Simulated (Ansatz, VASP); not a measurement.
KRu: VASP beside Ansatz

The input INCAR:

```
PREC = Accurate ; ENCUT = 520
EDIFF = 1E-7 ; ISMEAR = 0
SIGMA = 0.1 ; LREAL = False
LASPH = True ; NELM = 80
ALGO = Fast ; ISIF = 2
LWAVE = False ; LCHARG = True
GGA = PE ; LELF = True
LVHAR = True ; NBANDS = 18
```

File KPOINTS:

```
regular mesh
0
Gamma
  6 6 6
```

The input POSCAR:

```
KRu
1.0
   -2.3368752700      2.3368752700      2.5510061700
    2.3368752700     -2.3368752700      2.5510061700
    2.3368752700      2.3368752700     -2.5510061700
K Ru
1 1
Direct
    0.5000000000      0.5000000000      0.0000000000
    0.0000000000      0.0000000000      0.0000000000
```

Input for Ansatz:

```yaml
crystal:
  lattice:
    - [-2.33687527, 2.33687527, 2.55100617]
    - [2.33687527, -2.33687527, 2.55100617]
    - [2.33687527, 2.33687527, -2.55100617]
  atoms:
    - { symbol: K, position: [0.5, 0.5, 0.0] }
    - { symbol: Ru, position: [0.0, 0.0, 0.0] }
basis:
  ecutwfc: 420
kpoints:
  mp_grid: { grid: [6, 6, 6] }
hamiltonian:
  xc: pbe
scf:
  occupations: { method: gaussian, width: 0.1 }
  lower_state_search: "off"
output:
  forces: true
  stress: true
  eigenvalues: true
```

Alike in both runs: task single point; functional PBE; k mesh 6 × 6 × 6; occupations gaussian, width 0.1 eV; no spin polarisation.

|  | VASP | Ansatz |
| --- | --- | --- |
| version | VASP 6.6.1 | Ansatz 0.2.0 |
| potentials or method | VASP PAW PBE potentials, release 64 (K_sv, Ru_pv), cutoff 520 eV | scalar-relativistic, plane waves, PAW |
| valence electrons in the cell | 23 | 25 |

Ansatz gave:

| Quantity | Value |
| --- | --- |
| gap on the k mesh at the Fermi level (eV) | none |
| pressure (GPa) | 1.4 |
| traceless stress, the component that is largest in VASP (GPa) | 6.23 |

**Question.** Which values does VASP return?

**Answer.** gap on the k mesh at the Fermi level (eV): none; pressure (GPa): 1.7; traceless stress, the component that is largest in VASP (GPa): 6.71.

A gap of «none» marks a metal or a gap that the smearing closes. VASP's potentials hold 23 valence electrons a cell and Ansatz's 25, so a difference there can come from the potentials and not from the codes.
